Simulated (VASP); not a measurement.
# ZnS in VASP: a series of runs, part 2 of 2

VASP 6.6.1. The steps go on from the part before.

## Step 3: Single point, PBE

INCAR reads:

```
SYSTEM = ZnS
ALGO = Normal ; DIPOL = 0.5 0.5 0.500
EDIFF = 1E-6 ; ENCUT = 520
GGA = PE ; IDIPOL = 3
ISIF = 2 ; ISMEAR = 0
LASPH = .TRUE. ; LCHARG = .FALSE.
LDIPOL = .TRUE. ; LREAL = .FALSE.
LWAVE = .FALSE. ; NBANDS = 16
NELM = 60 ; PREC = Accurate
SIGMA = 0.1
```

KPOINTS reads:

```
k-points
0
G
  4 4 1
  0 0 0
```

POSCAR reads:

```
ZnS
1.0
    3.8249530000      0.0000000000      0.0000000000
    0.0000000000      3.8249530000      0.0000000000
    0.0000000000      0.0000000000     16.0000000000
Zn S
1 1
Direct
    0.0000000000      0.5000000000      0.4577398400
    0.0000000000      0.0000000000      0.5422601600
```

Potentials or basis: VASP PAW PBE potentials, release 64 (Zn, S).

Command:

```bash
$ cat potpaw_PBE.64/Zn/POTCAR potpaw_PBE.64/S/POTCAR > POTCAR
$ mpirun -np 1 vasp_std > vasp.out
```

OUTCAR:

```text
SYSTEM = ZnS
   EDIFF = 1E-6
   ENCUT = 520
   GGA = PE
   ISIF = 2
   ISMEAR = 0
   LASPH = .TRUE.
   LREAL = .FALSE.
   NELM = 60
   PREC = Accurate

 ion  position               nearest neighbor table
   1  0.000  0.500  0.458-   2 2.34   2 2.34
   2  0.000  0.000  0.542-   1 2.34   1 2.34

  LATTYP: Found a simple tetragonal cell.
 ALAT       =     3.8249530000
 C/A-ratio  =     4.1830579356

  Lattice vectors:

 A1 = (   3.8249530000,   0.0000000000,   0.0000000000)
 A2 = (   0.0000000000,   3.8249530000,   0.0000000000)
 A3 = (   0.0000000000,   0.0000000000,  16.0000000000)

Analysis of symmetry for initial positions (statically):
=====================================================================
 Subroutine PRICEL returns:
 Original cell was already a primitive cell.

 Routine SETGRP: Setting up the symmetry group for a
 simple tetragonal supercell.

 Subroutine GETGRP returns: Found  4 space group operations
 (whereof  4 operations were pure point group operations)
 out of a pool of 16 trial point group operations.

The static configuration has the point symmetry C_2v.

Analysis of symmetry for dynamics (positions and initial velocities):
=====================================================================
 Subroutine PRICEL returns:
 Original cell was already a primitive cell.

 Routine SETGRP: Setting up the symmetry group for a
 simple tetragonal supercell.

 Subroutine GETGRP returns: Found  4 space group operations
 (whereof  4 operations were pure point group operations)
 out of a pool of 16 trial point group operations.

The dynamic configuration has the point symmetry C_2v.

 Subroutine INISYM returns: Found  4 space group operations
 (whereof  4 operations are pure point group operations),
 and found     1 'primitive' translations

----------------------------------------------------------------------------------------

                                     Primitive cell
[... 98 lines left out ...]
  Thomas-Fermi vector in A             =   1.779131
   LORBIT       =      0    0 simple, 1 ext, 2 COOP (PROOUT), +10 PAW based schemes
   GGA     = PE    functional components
   LHFCALC =     F    Hartree Fock is set to
   AEXX    =    0.0000 exact exchange contribution
   IVDW    =     0    specifies the selected vdW correction
   LEPSILON=     F    determine dielectric tensor
   LRPA    =     F    only Hartree local field effects (RPA)
 non-spin polarized calculation
 Gauss-broadening in eV      SIGMA  =   0.10
  energy-cutoff  :      520.00
  volume of cell :      234.08
 maximum number of plane-waves:      6322
   NGX = 15   NGY = 15   NGZ = 59

 number of electron      17.9999994 magnetization

 dipolmoment           0.000000      0.000000      0.235640 electrons x Angstroem

 Free energy of the ion-electron system (eV)
  ---------------------------------------------------
  ext. energy  EPLUGINS =         0.00000000
  ---------------------------------------------------
  free energy    TOTEN  =        -4.48715027 eV

  energy without entropy =       -4.47914475  energy(sigma->0) =       -4.48314751

 E-fermi :  -3.1749     XC(G=0):  -2.6461

 val. band max:       -3.1799125064   @ k =   0.0000   0.5000   0.0000
 cond. band min:      -3.1601912552   @ k =   0.0000   0.5000   0.0000
 fundamental gap:      0.0197212512
 Fermi energy:        -3.1749246623

 k-point     1 :       0.0000    0.0000    0.0000
  band No.  band energies     occupation
      1     -15.2928      2.00000
      2     -10.4055      2.00000
      3     -10.2696      2.00000
      4     -10.2174      2.00000
      5     -10.1926      2.00000
      6     -10.0937      2.00000
[... 148 lines left out ...]
      3     -10.2353      2.00000
      4     -10.2142      2.00000
      5     -10.1062      2.00000
      6      -9.9773      2.00000
[... 8 lines left out ...]
     15       3.8465      0.00000
     16       4.9829      0.00000

------------------------ aborting loop because EDIFF is reached ----------------------------------------

 vacuum level on the upper side and lower side of the slab       (xc-potential included)         1.310        -1.418

  FORCE on cell =-STRESS in cart. coord.  units (eV):
  Direction    XX          YY          ZZ          XY          YZ          ZX
  --------------------------------------------------------------------------------------
  -------------------------------------------------------------------------------------
  Total        0.4701761     -2.2020053     -3.1270494      0.0000000      0.0000000      0.0000000
  in kB        3.2180958    -15.0715095    -21.4029251      0.0000000      0.0000000      0.0000000
  external PRESSURE =     -11.0854463 kB  Pullay stress =       0.0000000 kB

 VOLUME and BASIS-vectors are now :
 -----------------------------------------------------------------------------
  energy-cutoff  :      520.00
  volume of cell :      234.08
      direct lattice vectors                 reciprocal lattice vectors
     3.824953000  0.000000000  0.000000000     0.261441121  0.000000000  0.000000000
     0.000000000  3.824953000  0.000000000     0.000000000  0.261441121  0.000000000
     0.000000000  0.000000000 16.000000000     0.000000000  0.000000000  0.062500000

 POSITION                                       TOTAL-FORCE (eV/Angst)
 -----------------------------------------------------------------------------------
      0.00000      1.91248      7.32384         0.000000      0.000000      2.323783
      0.00000      0.00000      8.67616         0.000000      0.000000     -2.323783
 -----------------------------------------------------------------------------------
    total drift:                               -0.000000      0.000000      0.000871

  FREE ENERGIE OF THE ION-ELECTRON SYSTEM (eV)
  ---------------------------------------------------
  free  energy   TOTEN  =        -4.4871502656 eV

  energy  without entropy=       -4.4791447490  energy(sigma->0) =       -4.48314751

 vacuum level on the upper side and lower side of the slab         2.534        -0.370
```

Wall time 23 s (1 thread of AMD EPYC 9R45 (Zen 5), shared host); peak memory 0.26 GiB.

What came out:

```yaml
Free_energy: -4.4872 eV
Largest_force: 2.324 eV/Å
Band_gap_on_the_k_mesh: 0.02 eV, direct
```

Forces on the atoms (eV/Å):
```
Zn   0.000  0.000  2.324
S    0.000  0.000 -2.324
```

## Step 4: Single point, PBE

This run uses another cell than the first one, of 263.88 Å³/atom, 2.255 times its volume.

INCAR reads:

```
SYSTEM = ZnS
PREC = Accurate
ENCUT = 520
EDIFF = 1E-7
ISMEAR = 0
SIGMA = 0.1
LREAL = .FALSE.
LASPH = .TRUE.
NELM = 80
ALGO = Normal
ISIF = 2
LWAVE = .FALSE.
LCHARG = .TRUE.
LDIPOL = .TRUE.
IDIPOL = 3
DIPOL = 0.5 0.5 0.302
GGA = PE
LELF = .TRUE.
LVHAR = .TRUE.
LVACPOTAV = .TRUE.
NBANDS = 16
```

KPOINTS reads:

```
Automatic mesh
0
G
  4 4 1
  0 0 0
```

POSCAR reads:

```
ZnS
1.0
    4.9784965627      0.0000000000      0.0000000000
    0.0000000000      3.9995748568      0.0000000000
    0.0000000000      0.0000000000     26.5046502400
Zn S
1 1
Direct
    0.0000000000      0.5000000000      0.2878697554
    0.0000000000      0.0000000000      0.3157978974
```

Command:

```bash
$ cat potpaw_PBE.64/Zn/POTCAR potpaw_PBE.64/S/POTCAR > POTCAR
$ mpirun -np 1 vasp_std > vasp.out
```

It took 72 s on 1 thread of AMD EPYC 9R45 (Zen 5), shared host; peak memory 0.51 GiB.

Results (log left out):

- Free energy: -5.2778 eV
- Largest force: 0.022 eV/Å
- Band gap on the k mesh: 2.11 eV, indirect (least direct gap 2.52 eV)

Forces in eV/Å, atoms in the order of the input:
```
Zn   0.000  0.000 -0.022
S    0.000  0.000  0.022
```

Levels at points of the mesh, in eV from the valence-band top:
```csv
k point,band 5,band 6,band 7,band 8,band 9,band 10,band 11,band 12,band 13,band 14
"(0.00, 0.00, 0.00)",-6.42,-6.23,-1.80,-1.77,-0.89,2.11,4.01,4.92,5.55,5.95
"(0.50, 0.00, 0.00)",-6.42,-6.21,-1.78,-1.65,-1.33,2.50,4.59,4.71,6.31,6.35
"(0.00, 0.50, 0.00)",-6.43,-6.36,-4.33,-0.92,0.00,2.52,4.90,5.98,6.92,7.21
"(0.50, 0.50, 0.00)",-6.44,-6.36,-4.25,-0.88,-0.29,2.81,3.49,7.24,7.46,7.95
```
